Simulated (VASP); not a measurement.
# Ga (C2/c) in VASP: further runs

The runs below take Ga through single point, with LDA.

Program: VASP 6.6.1. These are calculated values, not measurements. Logs are shortened: lines on timing, memory, paths and dates and some standing lists are left out, and cuts for length are marked.

## Step 1: The cell of the first run

The structure is monoclinic, space group C2/c (No. 15). Conventional cell: a = 2.609 Å, b = 7.611 Å, c = 3.204 Å, α = 90.00°, β = 90.68°, γ = 90.00°. Ga (site symmetry 2) has 10 Ga at 2.59 to 3.20 Å within 3.4 Å.

## Step 2: Single point, LDA (volume scaled by 0.92)

INCAR

```
  PREC = Accurate
  ENCUT = 520
  EDIFF = 1E-7
  ISMEAR = -1
  SIGMA = 0.1
  LREAL = F
  LASPH = T
  NELM = 100
  ALGO = Normal
  ISIF = 2
  LWAVE = F
  LCHARG = F
  NBANDS = 20
```

KPOINTS

```
Automatic mesh
0
Gamma
  17 17 11
```

POSCAR

```
Ga
1.0
   -2.8652287077      2.5167436039      1.2810679440
    2.5167436039     -2.8652287077      1.2810679440
    2.5681463656      2.5681463656     -1.9193190499
Ga
2
Direct
    0.9916734366      0.0083265634      0.0000000000
    0.7583265634      0.2416734366      0.5000000000
```

Potentials or basis: VASP PAW LDA potentials, release 64 (Ga_d).

Launch:

```
$ cat potpaw_LDA.64/Ga_d/POTCAR > POTCAR
$ mpirun -np 1 vasp_std > vasp.out
```

OUTCAR:

```text
PREC = Accurate
   ENCUT = 520
   EDIFF = 1E-7
   ISMEAR = -1
   LREAL = F
   LASPH = T
   NELM = 100
   ISIF = 2

 ion  position               nearest neighbor table
   1  0.992  0.008  0.000-   2 2.59   2 2.59   2 2.72   2 2.72   2 2.73   2 2.73
   2  0.758  0.242  0.500-   1 2.59   1 2.59   1 2.72   1 2.72   1 2.73   1 2.73

  Warning from LATTYP: Got some problem with cell dimensions!
  Tried to take original basis but could not verify dimensions!
  LATTYP: Found a base centered monoclinic cell.
 ALAT       =     2.6091040692
 B/A-ratio  =     2.9171922751
 C/A-ratio  =     1.2280908621
 COS(beta)  =    -0.0119551080

  Lattice vectors:

 A1 = (   2.8652287077,  -2.5167436039,  -1.2810679440)
 A2 = (  -2.5167436039,   2.8652287077,  -1.2810679440)
 A3 = (   2.2196612618,   2.2196612618,   0.6428168381)

Analysis of symmetry for initial positions (statically):
=====================================================================
 Subroutine PRICEL returns:
 Original cell was already a primitive cell.

 Routine SETGRP: Setting up the symmetry group for a
 base centered monoclinic supercell.

 Subroutine GETGRP returns: Found  4 space group operations
 (whereof  2 operations were pure point group operations)
 out of a pool of  4 trial point group operations.

The static configuration has the point symmetry C_2 .
 The point group associated with its full space group is C_2h.

Analysis of symmetry for dynamics (positions and initial velocities):
=====================================================================
 Subroutine PRICEL returns:
 Original cell was already a primitive cell.

 Routine SETGRP: Setting up the symmetry group for a
 base centered monoclinic supercell.

 Subroutine GETGRP returns: Found  4 space group operations
 (whereof  2 operations were pure point group operations)
 out of a pool of  4 trial point group operations.

The dynamic configuration has the point symmetry C_2 .
 The point group associated with its full space group is C_2h.

 Subroutine INISYM returns: Found  4 space group operations
 (whereof  2 operations are pure point group operations),
 and found     1 'primitive' translations

----------------------------------------------------------------------------------------

                                     Primitive cell

  volume of cell :      31.8133

  direct lattice vectors                    reciprocal lattice vectors
    -2.865228708  2.516743604  1.281067944     0.069446364  0.255251854  0.434462706
     2.516743604 -2.865228708  1.281067944     0.255251854  0.069446364  0.434462706
     2.568146366  2.568146366 -1.919319050     0.216722946  0.216722946  0.058954499

  length of vectors
     4.023017399  4.023017399  4.107862842     0.508659169  0.508659169  0.312111044

  position of ions in fractional coordinates (direct lattice)
     0.991673437  0.008326563  0.000000000
     0.758326563  0.241673437  0.500000000

  ion indices of the primitive-cell ions
   primitive index   ion index
                 1           1
                 2           2

----------------------------------------------------------------------------------------

 KPOINTS: Automatic mesh

Automatic generation of k-mesh.
 Grid dimensions read from file:
 generate k-points for:   17   17   11

 Generating k-lattice:

  Cartesian coordinates                     Fractional coordinates (reciprocal lattice)
     0.004085080  0.015014815  0.025556630     0.058823529  0.000000000  0.000000000
     0.015014815  0.004085080  0.025556630     0.000000000  0.058823529  0.000000000
     0.019702086  0.019702086  0.005359500     0.000000000  0.000000000  0.090909091

  Length of vectors
     0.029921128  0.029921128  0.028373731

  Shift w.r.t. Gamma in fractional coordinates (k-lattice)
     0.000000000  0.000000000  0.000000000

 Subroutine IBZKPT returns following result:
 ===========================================

 Found    846 irreducible k-points:

 Following reciprocal coordinates:
            Coordinates               Weight
  0.000000  0.000000  0.000000      1.000000
  0.058824  0.000000 -0.000000      4.000000
  0.117647  0.000000 -0.000000      4.000000
  0.176471  0.000000 -0.000000      4.000000
  0.235294  0.000000 -0.000000      4.000000
  0.294118  0.000000 -0.000000      4.000000
[... 16 lines left out ...]
 -0.176471  0.058824  0.000000      4.000000
 -0.117647  0.058824  0.000000      4.000000
 [... further k-points ...]
   k-points           NKPTS =    846   k-points in BZ     NKDIM =    846   number of bands    NBANDS=     20
   number of dos      NEDOS =    301   number of ions     NIONS =      2
   total plane-waves  NPLWV =  28800
   dimension x,y,z NGX =    30 NGY =   30 NGZ =   32
   dimension x,y,z NGXF=    60 NGYF=   60 NGZF=   64
   ions per type =               2
   NGX,Y,Z   is equivalent  to a cutoff of  12.40, 12.40, 12.95 a.u.
   NGXF,Y,Z  is equivalent  to a cutoff of  24.79, 24.79, 25.90 a.u.
 SYSTEM =  unknown system
   PREC   = accura    normal or accurate (medium, high low for compatibility)
   ISTART =      0    job   : 0-new  1-cont  2-samecut
   ICHARG =      2    charge: 1-file 2-atom 10-const
   ISPIN  =      1    spin polarized calculation?
   LNONCOLLINEAR =      F non collinear calculations
   LSORBIT =      F    spin-orbit coupling
   LASPH  =      T    aspherical Exc in radial PAW
   ENCUT  =  520.0 eV  38.22 Ry    6.18 a.u.   7.48  7.48  7.64*2*pi/ulx,y,z
   NELM   =    100;   NELMIN=  2; NELMDL= -5     # of ELM steps
   EDIFF  = 0.1E-06   stopping-criterion for ELM
   LREAL  =      F    real-space projection
   EDIFFG = 0.1E-05   stopping-criterion for IOM
   NSW    =      0    number of steps for IOM
   IBRION =     -1    ionic relax: 0-MD 1-quasi-New 2-CG
   NFREE  =      0    steps in history (QN), initial steepest desc. (CG)
   ISIF   =      2    stress and relaxation
   ISYM   =      2    0-nonsym 1-usesym 2-fastsym
   POTIM  = 0.5000    time-step for ionic-motion
   TEBEG  =    0.0;   TEEND  =   0.0 temperature during run
   PSTRESS=    0.0 pullay stress
   NELECT =      26.0000    total number of electrons
   NUPDOWN=      -1.0000    fix difference up-down
   EMIN   =  10.00;   EMAX   =-10.00  energy-range for DOS
   EFERMI =   0.00;   METHOD = LEGACY
   ISMEAR =    -1;   SIGMA  =   0.10  broadening in eV -4-tet -1-fermi 0-gaus
   EFERMI_NEDOS =   21; number of points for ismear=-14 and -15
   IALGO  =     38    algorithm
   IMIX   =      4    mixing-type and parameters
     AMIX     =   0.40;   BMIX     =  1.00
     AMIX_MAG =   1.60;   BMIX_MAG =  1.00
  volume/ion in A,a.u.               =      15.91       107.34
  Fermi-wavevector in a.u.,A,eV,Ry     =   1.530605  2.892423 31.875058  2.342751
  Thomas-Fermi vector in A             =   2.638065
   LORBIT       =      0    0 simple, 1 ext, 2 COOP (PROOUT), +10 PAW based schemes
   GGA     = CA    functional components
   LHFCALC =     F    Hartree Fock is set to
   AEXX    =    0.0000 exact exchange contribution
   IVDW    =     0    specifies the selected vdW correction
   LEPSILON=     F    determine dielectric tensor
   LRPA    =     F    only Hartree local field effects (RPA)
 non-spin polarized calculation
  energy-cutoff  :      520.00
  volume of cell :       31.81
 maximum number of plane-waves:       871
 NGX is ok and might be reduce to    30
   NGX = 15   NGY = 15   NGZ = 15

 number of electron      26.0000011 magnetization

 Free energy of the ion-electron system (eV)
  ---------------------------------------------------
  ext. energy  EPLUGINS =         0.00000000
  ---------------------------------------------------
  free energy    TOTEN  =        -7.11533127 eV

  energy without entropy =       -7.09564429  energy(sigma->0) =       -7.10548778

 E-fermi :   6.9952     XC(G=0): -12.1772

 val. band max:        6.9892681871   @ k =  -0.2941  -0.0000   0.4545
 cond. band min:       6.9957452096   @ k =   0.4118   0.3529  -0.0000
 fundamental gap:      0.0064770225
 Fermi energy:         6.9951682435

 k-point     1 :       0.0000    0.0000    0.0000
  band No.  band energies     occupation
      1      -8.5829      2.00000
      2      -8.5700      2.00000
      3      -8.5178      2.00000
      4      -8.5098      2.00000
      5      -8.0877      2.00000
      6      -8.0842      2.00000
[... 12 lines left out ...]
     19      19.0100      0.00000
     20      21.4354      0.00000

 k-point     2 :       0.0588    0.0000   -0.0000
  band No.  band energies     occupation
      1      -8.5800      2.00000
      2      -8.5570      2.00000
      3      -8.5043      2.00000
      4      -8.4823      2.00000
      5      -8.1132      2.00000
      6      -8.0987      2.00000
[... 12 lines left out ...]
     19      18.4424      0.00000
     20      22.3463      0.00000

 k-point     3 :       0.1176    0.0000   -0.0000
  band No.  band energies     occupation
      1      -8.5683      2.00000
      2      -8.5151      2.00000
      3      -8.4659      2.00000
      4      -8.4139      2.00000
      5      -8.1756      2.00000
      6      -8.1335      2.00000
[... 12 lines left out ...]
     19      18.1382      0.00000
     20      23.7187      0.00000

 k-point     4 :       0.1765    0.0000   -0.0000
  band No.  band energies     occupation
      1      -8.5469      2.00000
      2      -8.4523      2.00000
      3      -8.4118      2.00000
      4      -8.3243      2.00000
      5      -8.2535      2.00000
      6      -8.1786      2.00000
[... 12 lines left out ...]
     19      17.9287      0.00000
     20      21.8141      0.00000

 k-point     5 :       0.2353    0.0000   -0.0000
  band No.  band energies     occupation
      1      -8.5256      2.00000
      2      -8.3897      2.00000
      3      -8.3716      2.00000
      4      -8.3130      2.00000
      5      -8.2660      2.00000
      6      -8.1814      2.00000
[... 12 lines left out ...]
     19      18.2814      0.00000
     20      19.4753      0.00000

 k-point     6 :       0.2941    0.0000   -0.0000
  band No.  band energies     occupation
      1      -8.5202      2.00000
      2      -8.4122      2.00000
      3      -8.3791      2.00000
      4      -8.3004      2.00000
      5      -8.2242      2.00000
      6      -8.1924      2.00000
[... 12 lines left out ...]
     19      17.1762      0.00000
     20      19.1288      0.00000

 k-point     7 :       0.3529    0.0000   -0.0000
  band No.  band energies     occupation
      1      -8.5350      2.00000
      2      -8.4372      2.00000
      3      -8.4288      2.00000
      4      -8.3170      2.00000
      5      -8.2104      2.00000
      6      -8.1549      2.00000
[... 12 lines left out ...]
     19      15.6936      0.00000
     20      18.9017      0.00000
[... 277 lines left out ...]
 k-point    20 :      -0.3529    0.0588    0.0000
  band No.  band energies     occupation
      1      -8.5154      2.00000
      2      -8.4107      2.00000
      3      -8.3587      2.00000
      4      -8.2993      2.00000
      5      -8.2180      2.00000
      6      -8.1995      2.00000
[... 12 lines left out ...]
     19      18.0944      0.00000
     20      20.1926      0.00000

 k-point    21 :      -0.2941    0.0588    0.0000
  band No.  band energies     occupation
      1      -8.5145      2.00000
      2      -8.3922      2.00000
      3      -8.3700      2.00000
      4      -8.3063      2.00000
      5      -8.2439      2.00000
      6      -8.1825      2.00000
[... 12 lines left out ...]
     19      18.7827      0.00000
     20      19.7748      0.00000

 k-point    22 :      -0.2353    0.0588    0.0000
  band No.  band energies     occupation
      1      -8.5335      2.00000
      2      -8.4438      2.00000
      3      -8.4272      2.00000
      4      -8.3013      2.00000
      5      -8.2584      2.00000
      6      -8.1643      2.00000
[... 12 lines left out ...]
     19      18.9940      0.00000
     20      21.4757      0.00000

 k-point    23 :      -0.1765    0.0588    0.0000
  band No.  band energies     occupation
      1      -8.5599      2.00000
      2      -8.5105      2.00000
      3      -8.4768      2.00000
      4      -8.3889      2.00000
      5      -8.1892      2.00000
      6      -8.1213      2.00000
[... 12 lines left out ...]
     19      18.9837      0.00000
     20      23.1530      0.00000

 k-point    24 :      -0.1176    0.0588    0.0000
  band No.  band energies     occupation
      1      -8.5808      2.00000
      2      -8.5503      2.00000
      3      -8.5152      2.00000
      4      -8.4568      2.00000
      5      -8.1298      2.00000
      6      -8.0945      2.00000
[... 12 lines left out ...]
     19      18.8719      0.00000
     20      22.1156      0.00000

 [... further k-points ...]
[... 5 lines left out ...]
  --------------------------------------------------------------------------------------
  -------------------------------------------------------------------------------------
  Total        1.3381151      1.3381151      1.7535572     -0.0983552     -0.0443442     -0.0443442
  in kB       67.3899794     67.3899794     88.3124235     -4.9533519     -2.2332544     -2.2332570
  external PRESSURE =      74.3641275 kB  Pullay stress =       0.0000000 kB

 VOLUME and BASIS-vectors are now :
 -----------------------------------------------------------------------------
  energy-cutoff  :      520.00
  volume of cell :       31.81
      direct lattice vectors                 reciprocal lattice vectors
    -2.865228708  2.516743604  1.281067944     0.069446364  0.255251854  0.434462706
     2.516743604 -2.865228708  1.281067944     0.255251854  0.069446364  0.434462706
     2.568146366  2.568146366 -1.919319050     0.216722946  0.216722946  0.058954499

 POSITION                                       TOTAL-FORCE (eV/Angst)
 -----------------------------------------------------------------------------------
     -2.82042      2.47193      1.28107        -0.015675      0.015675      0.000000
     -0.28048      2.50014      0.32141         0.015675     -0.015675     -0.000000
 -----------------------------------------------------------------------------------
    total drift:                                0.000000      0.000000      0.000000

  FREE ENERGIE OF THE ION-ELECTRON SYSTEM (eV)
  ---------------------------------------------------
  free  energy   TOTEN  =        -7.1153312680 eV

  energy  without entropy=       -7.0956442856  energy(sigma->0) =       -7.10548778
```

Run time: 10 min. Hardware: 1 thread of Intel Xeon 6975P-C, shared host; peak memory 0.5 GiB.

What came out:

| Property | Result |
| --- | --- |
| Free energy | -7.1153 eV |
| Pressure | 7.4 GPa |
| Largest force | 0.022 eV/Å |
| Band gap on the k mesh | zero (band 13 reaches 10.88 eV, above the bottom of band 14 at 2.04 eV) |

Forces in eV/Å, atoms in the order of the input:
```
Ga  -0.016  0.016  0.000
Ga   0.016 -0.016  0.000
```

## Step 3: Single point, LDA (volume scaled by 0.96)

INCAR

```
SYSTEM = Ga
ALGO = Normal
EDIFF = 1E-6
ENCUT = 520
GGA = CA
ISIF = 2
ISMEAR = -1
LASPH = .TRUE.
LCHARG = .TRUE.
LELF = .TRUE.
LREAL = .FALSE.
LVHAR = .TRUE.
LWAVE = .FALSE.
NBANDS = 20
NELM = 80
PREC = Accurate
SIGMA = 0.1
```

KPOINTS

```
k-points
0
G
  17 17 11
  0 0 0
```

POSCAR

```
Ga
1.0
   -2.9061660772      2.5527019421      1.2993713875
    2.5527019421     -2.9061660772      1.2993713875
    2.6048391282      2.6048391282     -1.9467415984
Ga
2
Direct
    0.9916734366      0.0083265634      0.0000000000
    0.7583265634      0.2416734366      0.5000000000
```

Potentials or basis: VASP PAW LDA potentials, release 64 (Ga_d).

Launch:

```
$ cat potpaw_LDA.64/Ga_d/POTCAR > POTCAR
$ mpirun -np 1 vasp_std > vasp.out
```

Wall time 8.5 min (1 thread of Intel Xeon 6975P-C, shared host); peak memory 0.52 GiB.

It converged, with:

| Item | Value |
| --- | --- |
| Free energy | -7.1612 eV |
| Pressure | 3.3 GPa |
| Largest force | 0.010 eV/Å |
| Band gap on the k mesh | zero (band 13 reaches 10.32 eV, above the bottom of band 14 at 1.79 eV) |

Forces on the atoms (eV/Å):
```
Ga  -0.007  0.007  0.000
Ga   0.007 -0.007  0.000
```

Stress tensor (GPa, compression positive):
```
 2.76 -0.23 -0.21
-0.23  2.76 -0.21
-0.21 -0.21  4.46
```

Levels at points of the mesh, in eV from the Fermi level:
| k point | band 10 | band 11 | band 12 | band 13 | band 14 | band 15 | band 16 | band 17 |
| --- | --- | --- | --- | --- | --- | --- | --- | --- |
| (0.00, 0.00, 0.00) | -14.79 | -12.16 | -2.32 | -1.35 | 1.28 | 5.40 | 10.61 | 10.82 |
